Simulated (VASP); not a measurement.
# C (Fd-3m) in VASP: further runs

Runs on C. Level: PBE. Tasks: single point.

Everything below comes from runs of VASP 6.6.1. Logs are shortened: lines on timing, memory, paths and dates and some standing lists are left out, and cuts for length are marked.

### 1 The cell of the first run

Symmetry: Fd-3m, No. 227, cubic system. The conventional cell has a = 3.444 Å, b = 3.444 Å, c = 3.444 Å, α = 90.00°, β = 90.00°, γ = 90.00°. Within 2.0 Å of C (site symmetry -43m) lie 4 C at 1.49 Å.

### 2 Single point, PBE

File INCAR:

```
PREC = Accurate
ENCUT = 600
EDIFF = 1E-6
ISMEAR = 0
SIGMA = 0.05
LREAL = F
LASPH = T
NELM = 120
ALGO = Normal
ISIF = 2
LWAVE = F
LCHARG = T
GGA = PE
LELF = T
LVHAR = T
NBANDS = 11
GGA_COMPAT = F
```

File KPOINTS:

```
Automatic mesh
0
Gamma
  16 16 16
```

File POSCAR:

```
C
1.0
    0.0000000000      1.7218248038      1.7218248038
    1.7218248038      0.0000000000      1.7218248038
    1.7218248038      1.7218248038      0.0000000000
C
2
Direct
    0.0000000000      0.0000000000      0.0000000000
    0.2500000000      0.2500000000      0.2500000000
```

Potentials or basis: VASP PAW PBE potentials, release 64 (C).

Command:

```bash
> cat potpaw_PBE.64/C/POTCAR > POTCAR
> mpirun -np 1 vasp_std > vasp.out
```

OUTCAR:

```text
PREC = Accurate
   ENCUT = 600
   EDIFF = 1E-6
   ISMEAR = 0
   LREAL = F
   LASPH = T
   NELM = 120
   ISIF = 2
   GGA = PE

 ion  position               nearest neighbor table
   1  0.000  0.000  0.000-   2 1.49   2 1.49   2 1.49   2 1.49
   2  0.250  0.250  0.250-   1 1.49   1 1.49   1 1.49   1 1.49

  LATTYP: Found a face centered cubic cell.
 ALAT       =     3.4436496076

  Lattice vectors:

 A1 = (   0.0000000000,   1.7218248038,   1.7218248038)
 A2 = (   1.7218248038,   0.0000000000,   1.7218248038)
 A3 = (   1.7218248038,   1.7218248038,   0.0000000000)

Analysis of symmetry for initial positions (statically):
=====================================================================
 Subroutine PRICEL returns:
 Original cell was already a primitive cell.

 Routine SETGRP: Setting up the symmetry group for a
 face centered cubic supercell.

 Subroutine GETGRP returns: Found 48 space group operations
 (whereof 24 operations were pure point group operations)
 out of a pool of 48 trial point group operations.

The static configuration has the point symmetry T_d .
 The point group associated with its full space group is O_h .

Analysis of symmetry for dynamics (positions and initial velocities):
=====================================================================
 Subroutine PRICEL returns:
 Original cell was already a primitive cell.

 Routine SETGRP: Setting up the symmetry group for a
 face centered cubic supercell.

 Subroutine GETGRP returns: Found 48 space group operations
 (whereof 24 operations were pure point group operations)
 out of a pool of 48 trial point group operations.

The dynamic configuration has the point symmetry T_d .
 The point group associated with its full space group is O_h .

 Subroutine INISYM returns: Found 48 space group operations
 (whereof 24 operations are pure point group operations),
 and found     1 'primitive' translations

----------------------------------------------------------------------------------------

                                     Primitive cell

  volume of cell :      10.2093

  direct lattice vectors                    reciprocal lattice vectors
     0.000000000  1.721824804  1.721824804    -0.290389591  0.290389591  0.290389591
     1.721824804  0.000000000  1.721824804     0.290389591 -0.290389591  0.290389591
     1.721824804  1.721824804  0.000000000     0.290389591  0.290389591 -0.290389591

  length of vectors
     2.435027990  2.435027990  2.435027990     0.502969525  0.502969525  0.502969525

  position of ions in fractional coordinates (direct lattice)
     0.000000000  0.000000000  0.000000000
     0.250000000  0.250000000  0.250000000

  ion indices of the primitive-cell ions
   primitive index   ion index
                 1           1
                 2           2

----------------------------------------------------------------------------------------

 KPOINTS: Automatic mesh

Automatic generation of k-mesh.
 Grid dimensions read from file:
 generate k-points for:   16   16   16

 Generating k-lattice:

  Cartesian coordinates                     Fractional coordinates (reciprocal lattice)
    -0.018149349  0.018149349  0.018149349     0.062500000  0.000000000  0.000000000
     0.018149349 -0.018149349  0.018149349     0.000000000  0.062500000  0.000000000
     0.018149349  0.018149349 -0.018149349     0.000000000  0.000000000  0.062500000

  Length of vectors
     0.031435595  0.031435595  0.031435595

  Shift w.r.t. Gamma in fractional coordinates (k-lattice)
     0.000000000  0.000000000  0.000000000

 Subroutine IBZKPT returns following result:
 ===========================================

 Found    145 irreducible k-points:

 Following reciprocal coordinates:
            Coordinates               Weight
  0.000000  0.000000  0.000000      1.000000
  0.062500  0.000000  0.000000      8.000000
  0.125000  0.000000  0.000000      8.000000
  0.187500  0.000000  0.000000      8.000000
  0.250000  0.000000  0.000000      8.000000
  0.312500  0.000000  0.000000      8.000000
[... 16 lines left out ...]
 -0.125000  0.062500  0.000000     24.000000
 -0.062500  0.062500  0.000000     12.000000
 [... further k-points ...]
   k-points           NKPTS =    145   k-points in BZ     NKDIM =    145   number of bands    NBANDS=     11
   number of dos      NEDOS =    301   number of ions     NIONS =      2
   total plane-waves  NPLWV =   8000
   dimension x,y,z NGX =    20 NGY =   20 NGZ =   20
   dimension x,y,z NGXF=    40 NGYF=   40 NGZF=   40
   ions per type =               2
   NGX,Y,Z   is equivalent  to a cutoff of  13.65, 13.65, 13.65 a.u.
   NGXF,Y,Z  is equivalent  to a cutoff of  27.31, 27.31, 27.31 a.u.
 SYSTEM =  unknown system
   PREC   = accura    normal or accurate (medium, high low for compatibility)
   ISTART =      0    job   : 0-new  1-cont  2-samecut
   ICHARG =      2    charge: 1-file 2-atom 10-const
   ISPIN  =      1    spin polarized calculation?
   LNONCOLLINEAR =      F non collinear calculations
   LSORBIT =      F    spin-orbit coupling
   LASPH  =      T    aspherical Exc in radial PAW
   ENCUT  =  600.0 eV  44.10 Ry    6.64 a.u.   4.86  4.86  4.86*2*pi/ulx,y,z
   NELM   =    120;   NELMIN=  2; NELMDL= -5     # of ELM steps
   EDIFF  = 0.1E-05   stopping-criterion for ELM
   LREAL  =      F    real-space projection
   EDIFFG = 0.1E-04   stopping-criterion for IOM
   NSW    =      0    number of steps for IOM
   IBRION =     -1    ionic relax: 0-MD 1-quasi-New 2-CG
   NFREE  =      0    steps in history (QN), initial steepest desc. (CG)
   ISIF   =      2    stress and relaxation
   ISYM   =      2    0-nonsym 1-usesym 2-fastsym
   POTIM  = 0.5000    time-step for ionic-motion
   TEBEG  =    0.0;   TEEND  =   0.0 temperature during run
   PSTRESS=    0.0 pullay stress
   NELECT =       8.0000    total number of electrons
   NUPDOWN=      -1.0000    fix difference up-down
   EMIN   =  10.00;   EMAX   =-10.00  energy-range for DOS
   EFERMI =   0.00;   METHOD = LEGACY
   ISMEAR =     0;   SIGMA  =   0.05  broadening in eV -4-tet -1-fermi 0-gaus
   EFERMI_NEDOS =   21; number of points for ismear=-14 and -15
   IALGO  =     38    algorithm
   IMIX   =      4    mixing-type and parameters
     AMIX     =   0.40;   BMIX     =  1.00
     AMIX_MAG =   1.60;   BMIX_MAG =  1.00
  volume/ion in A,a.u.               =       5.10        34.45
  Fermi-wavevector in a.u.,A,eV,Ry     =   1.509289  2.852143 30.993454  2.277955
  Thomas-Fermi vector in A             =   2.619631
   LORBIT       =      0    0 simple, 1 ext, 2 COOP (PROOUT), +10 PAW based schemes
   GGA     = PE    functional components
   LHFCALC =     F    Hartree Fock is set to
   AEXX    =    0.0000 exact exchange contribution
   IVDW    =     0    specifies the selected vdW correction
   LEPSILON=     F    determine dielectric tensor
   LRPA    =     F    only Hartree local field effects (RPA)
 non-spin polarized calculation
 Gauss-broadening in eV      SIGMA  =   0.05
  energy-cutoff  :      600.00
  volume of cell :       10.21
 maximum number of plane-waves:       360
   NGX =  9   NGY =  9   NGZ =  9

 number of electron       8.0000001 magnetization

 Free energy of the ion-electron system (eV)
  ---------------------------------------------------
  ext. energy  EPLUGINS =         0.00000000
  ---------------------------------------------------
  free energy    TOTEN  =       -17.98751451 eV

  energy without entropy =      -17.98751451  energy(sigma->0) =      -17.98751451

 E-fermi :  11.5358     XC(G=0): -13.7862

 val. band max:       11.3137033804   @ k =   0.0000   0.0000   0.0000
 cond. band min:      15.6827218565   @ k =   0.3750   0.3750   0.0000
 fundamental gap:      4.3690184761
 Fermi energy:        11.5357878849

 k-point     1 :       0.0000    0.0000    0.0000
  band No.  band energies     occupation
      1     -11.6323      2.00000
      2      11.3137      2.00000
      3      11.3137      2.00000
      4      11.3137      2.00000
      5      17.1952      0.00000
      6      17.1952      0.00000
      7      17.1952      0.00000
      8      27.1411      0.00000
      9      32.0190      0.00000
     10      39.0424      0.00000
     11      39.0424      0.00000

 k-point     2 :       0.0625    0.0000    0.0000
  band No.  band energies     occupation
      1     -11.5161      2.00000
      2      10.5119      2.00000
      3      11.1005      2.00000
      4      11.1005      2.00000
      5      17.4737      0.00000
      6      17.4737      0.00000
      7      17.7190      0.00000
      8      27.1839      0.00000
      9      32.2113      0.00000
     10      37.3120      0.00000
     11      37.3120      0.00000

 k-point     3 :       0.1250    0.0000    0.0000
  band No.  band energies     occupation
      1     -11.1684      2.00000
      2       8.6903      2.00000
      3      10.5832      2.00000
      4      10.5832      2.00000
      5      18.1550      0.00000
      6      18.1550      0.00000
      7      18.7381      0.00000
      8      27.3065      0.00000
      9      32.6871      0.00000
     10      35.7075      0.00000
     11      35.7075      0.00000

 k-point     4 :       0.1875    0.0000    0.0000
  band No.  band energies     occupation
      1     -10.5909      2.00000
      2       6.4928      2.00000
      3       9.9654      2.00000
      4       9.9654      2.00000
      5      18.9466      0.00000
      6      18.9466      0.00000
      7      19.6994      0.00000
      8      27.4883      0.00000
      9      33.1867      0.00000
     10      34.7588      0.00000
     11      34.7588      0.00000
[... 239 lines left out ...]
 k-point    22 :      -0.1875    0.0625    0.0000
  band No.  band energies     occupation
      1     -10.2459      2.00000
      2       5.7654      2.00000
      3       8.7255      2.00000
      4      10.1707      2.00000
      5      18.7808      0.00000
      6      19.8693      0.00000
      7      20.2429      0.00000
      8      27.2704      0.00000
      9      33.2629      0.00000
     10      33.4469      0.00000
     11      35.7635      0.00000

 k-point    23 :      -0.1250    0.0625    0.0000
  band No.  band energies     occupation
      1     -10.8984      2.00000
      2       7.9656      2.00000
      3       9.3387      2.00000
      4      10.7468      2.00000
      5      18.0438      0.00000
      6      19.0385      0.00000
      7      19.4292      0.00000
      8      27.2280      0.00000
      9      33.0079      0.00000
     10      33.9721      0.00000
     11      36.0324      0.00000

 k-point    24 :      -0.0625    0.0625    0.0000
  band No.  band energies     occupation
      1     -11.3228      2.00000
      2       9.7790      2.00000
      3      10.1043      2.00000
      4      11.1184      2.00000
      5      17.5160      0.00000
      6      18.1513      0.00000
      7      18.4673      0.00000
      8      27.2087      0.00000
      9      32.5051      0.00000
     10      35.3655      0.00000
     11      36.9107      0.00000

 [... further k-points ...]
[... 5 lines left out ...]
  --------------------------------------------------------------------------------------
  -------------------------------------------------------------------------------------
  Total        3.7082817      3.7082817      3.7082817      0.0000000      0.0000000      0.0000000
  in kB      581.9510064    581.9510064    581.9510064      0.0000000      0.0000000      0.0000000
  external PRESSURE =     581.9510064 kB  Pullay stress =       0.0000000 kB

 VOLUME and BASIS-vectors are now :
 -----------------------------------------------------------------------------
  energy-cutoff  :      600.00
  volume of cell :       10.21
      direct lattice vectors                 reciprocal lattice vectors
     0.000000000  1.721824804  1.721824804    -0.290389591  0.290389591  0.290389591
     1.721824804  0.000000000  1.721824804     0.290389591 -0.290389591  0.290389591
     1.721824804  1.721824804  0.000000000     0.290389591  0.290389591 -0.290389591

 POSITION                                       TOTAL-FORCE (eV/Angst)
 -----------------------------------------------------------------------------------
      0.00000      0.00000      0.00000        -0.000000     -0.000000     -0.000000
      0.86091      0.86091      0.86091         0.000000      0.000000      0.000000
 -----------------------------------------------------------------------------------
    total drift:                                0.000000      0.000000      0.000000

  FREE ENERGIE OF THE ION-ELECTRON SYSTEM (eV)
  ---------------------------------------------------
  free  energy   TOTEN  =       -17.9875145054 eV

  energy  without entropy=      -17.9875145054  energy(sigma->0) =      -17.98751451
```

Wall time 21 s (1 thread of Intel Xeon Platinum 8259CL at 2.50GHz (Skylake/Cascade Lake), shared host); peak memory 0.13 GiB.

Results:

- Free energy: -17.9875 eV
- Pressure: 58.2 GPa
- Band gap on the k mesh: 4.37 eV, indirect (least direct gap 5.88 eV)

### 3 Single point, PBE

This run uses another cell than the first one, of 5.67 Å³/atom, 1.111 times its volume.

File INCAR:

```
SYSTEM = C
ALGO = Normal
EDIFF = 1E-6
ENCUT = 600
GGA = PE
GGA_COMPAT = .FALSE.
ISIF = 2
ISMEAR = 0
LASPH = .TRUE.
LCHARG = .FALSE.
LREAL = .FALSE.
LWAVE = .FALSE.
NBANDS = 11
NELM = 120
PREC = Accurate
SIGMA = 0.05
```

File KPOINTS:

```
k-points
0
G
  16 16 16
  0 0 0
```

File POSCAR:

```
C
1.0
    0.0000000000      1.7833700000      1.7833700000
    1.7833700000      0.0000000000      1.7833700000
    1.7833700000      1.7833700000      0.0000000000
C
2
Direct
    0.0000000000      0.0000000000      0.0000000000
    0.2500000000      0.2500000000      0.2500000000
```

Potentials or basis: VASP PAW PBE potentials, release 64 (C).

Command:

```bash
> cat potpaw_PBE.64/C/POTCAR > POTCAR
> mpirun -np 1 vasp_std > vasp.out
```

Wall time 22 s (1 thread of Intel Xeon Platinum 8259CL at 2.50GHz (Skylake/Cascade Lake), shared host); peak memory 0.13 GiB.

It converged, with:

| Item | Value |
| --- | --- |
| Free energy | -18.1901 eV |
| Pressure | 1.8 GPa |
| Band gap on the k mesh | 4.13 eV, indirect (least direct gap 5.59 eV) |

Levels at points of the mesh, in eV from the valence-band top:
```tsv
k point	band 1	band 2	band 3	band 4	band 5	band 6	band 7	band 8	band 9
(0.00, 0.00, 0.00)	-21.48	0.00	0.00	0.00	5.59	5.59	5.59	13.33	19.29
(0.50, 0.00, 0.00)	-15.70	-13.37	-2.80	-2.80	8.46	8.46	8.85	15.70	21.89
(0.50, 0.50, 0.00)	-12.76	-12.76	-6.30	-6.30	4.76	4.76	16.80	16.80	23.23
```

### 4 Single point, PBE

This run uses another cell than the first one, of 5.67 Å³/atom, 1.111 times its volume.

File INCAR:

```
SYSTEM = C
PREC = Accurate
ENCUT = 600
EDIFF = 1E-6
ISMEAR = 0
SIGMA = 0.05
LREAL = .FALSE.
LASPH = .TRUE.
NELM = 120
ALGO = Normal
ISIF = 2
LWAVE = .FALSE.
LCHARG = .FALSE.
GGA = PE
NBANDS = 11
NELECT = 7.9
GGA_COMPAT = .FALSE.
```

File KPOINTS:

```
regular mesh
0
G
  16 16 16
  0 0 0
```

POSCAR is that of step 3.

Command:

```bash
> cat potpaw_PBE.64/C/POTCAR > POTCAR
> mpirun -np 1 vasp_std > vasp.out
```

Run time: 22 s. Hardware: 1 thread of Intel Xeon Platinum 8259CL at 2.50GHz (Skylake/Cascade Lake), shared host; peak memory 0.13 GiB.

Results (log left out):

```yaml
Free_energy: -19.0962 eV
```

Levels at points of the mesh, in eV from the Fermi level:
```tsv
k point	band 1	band 2	band 3	band 4	band 5	band 6	band 7	band 8	band 9
(0.00, 0.00, 0.00)	-20.36	1.05	1.05	1.05	6.68	6.68	6.68	14.40	20.50
(0.50, 0.00, 0.00)	-14.61	-12.25	-1.73	-1.73	9.56	9.56	9.94	16.83	23.03
(0.50, 0.50, 0.00)	-11.67	-11.67	-5.21	-5.21	5.92	5.92	17.84	17.84	24.32
```

Caveat: the cell carries a net charge on a neutralising background, which shifts energy and pressure; the cell is charged against a uniform background, so pressure and absolute levels hang on convention.
